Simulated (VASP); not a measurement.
Wanted: the native input for a VASP 6.6.1 run.

| Quantity | Value |
| --- | --- |
| Task | single point |
| Functional | PBE |
| Potentials or basis | VASP PAW PBE potentials, release 64 (Sn_d, Ge_d) |
| Cutoff | 520 eV |
| k mesh | 6 × 6 × 6 |
| Occupations | gaussian, width 0.1 eV |
| Spin | no spin polarisation |
| Dipole correction | no |
| Further INCAR settings | ALGO = Normal; EDIFF = 1e-06; NBANDS = 28 |

The structure of SnGe2 lies in POSCAR:

```
SnGe2
1.0
    0.0000000000      2.2628442300      6.7885327000
    2.1690839300      0.0000000000      6.7885327000
    2.1690839300      2.2628442300      0.0000000000
Sn Ge
1 2
Direct
    0.0000000000      0.0000000000      0.0000000000
    0.6666666700      0.6666666700      0.3333333300
    0.3333333300      0.3333333300      0.6666666700
```

These files were run (other wordings do the same):

INCAR

```
PREC = Accurate
ENCUT = 520
EDIFF = 1E-6
ISMEAR = 0
SIGMA = 0.1
LREAL = False
LASPH = True
NELM = 80
ALGO = Normal
ISIF = 2
LWAVE = False
LCHARG = True
GGA = PE
LELF = True
LVHAR = True
NBANDS = 28
```

KPOINTS

```
regular mesh
0
Gamma
  6 6 6
```

Potentials or basis: VASP PAW PBE potentials, release 64 (Sn_d, Ge_d).

Run with:

```sh
$ cat potpaw_PBE.64/Sn_d/POTCAR potpaw_PBE.64/Ge_d/POTCAR > POTCAR
$ mpirun -np 1 vasp_std > vasp.out
```

Results of the run:

```json
{
 "Pressure": "0.9 GPa",
 "Largest force": "0.598 eV/Å",
 "Band gap on the k mesh": "zero (bands 21 and 22 overlap by 5.16 eV)"
}
```

Caveat: spin-orbit coupling is left out, which moves the levels of the heavy elements.

Run time: 3.7 min on 1 thread of Intel Xeon 8259CL, on a shared host, peak memory 0.29 GiB.
